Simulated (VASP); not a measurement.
Input of a VASP 6.6.1 run:

File POSCAR:

```
TePb
1.0
    4.4980498861      0.0000000000      0.0000000000
   -2.2490249431      3.8954254689      0.0000000000
    0.0000000000      0.0000000000      7.8456999536
Pb Te
2 2
Direct
    0.0000000000      0.0000000000      0.0000000000
    0.0000000000      0.0000000000      0.5000000000
    0.3333333333      0.6666666667      0.2500000000
    0.6666666667      0.3333333333      0.7500000000
```

Contents of INCAR.step1:

```
SYSTEM = TePb
PREC = Accurate
ENCUT = 520
ISMEAR = -1
SIGMA = 0.02
LREAL = .FALSE.
LASPH = .TRUE.
NELM = 60
NBANDS = 28
GGA = PE
ALGO = Normal
EDIFF = 1E-4
LWAVE = .TRUE.
LCHARG = .FALSE.
```

The input INCAR.step2:

```
SYSTEM = TePb
PREC = Accurate
ENCUT = 520
EDIFF = 1E-6
ISMEAR = -1
SIGMA = 0.02
LREAL = .FALSE.
LASPH = .TRUE.
NELM = 60
ALGO = Normal
ISIF = 2
LWAVE = .FALSE.
LCHARG = .TRUE.
METAGGA = R2SCAN
LMIXTAU = .TRUE.
LELF = .TRUE.
LVHAR = .TRUE.
NBANDS = 28
ISTART = 1
```

The input KPOINTS:

```
Automatic mesh
0
G
  6 6 4
  0 0 0
```

Potentials or basis: VASP PAW PBE potentials, release 64 (Pb_d, Te).

Launch:

```console
$ cat potpaw_PBE.64/Pb_d/POTCAR potpaw_PBE.64/Te/POTCAR > POTCAR
$ cp INCAR.step1 INCAR
$ mpirun -np 1 vasp_std > vasp.out
$ cp INCAR.step2 INCAR
$ mpirun -np 1 vasp_std > vasp.out
```

(1) What does it give for the band gap on the k mesh?

(2) Estimate the pressure.

## Answers

(1) 0.31 eV, indirect (least direct gap 0.38 eV).

(2) 1.3 GPa.

Caveat: the PAW data sets were made with another functional, which shifts forces and pressure a little; spin-orbit coupling is left out, which moves the levels of the heavy elements.
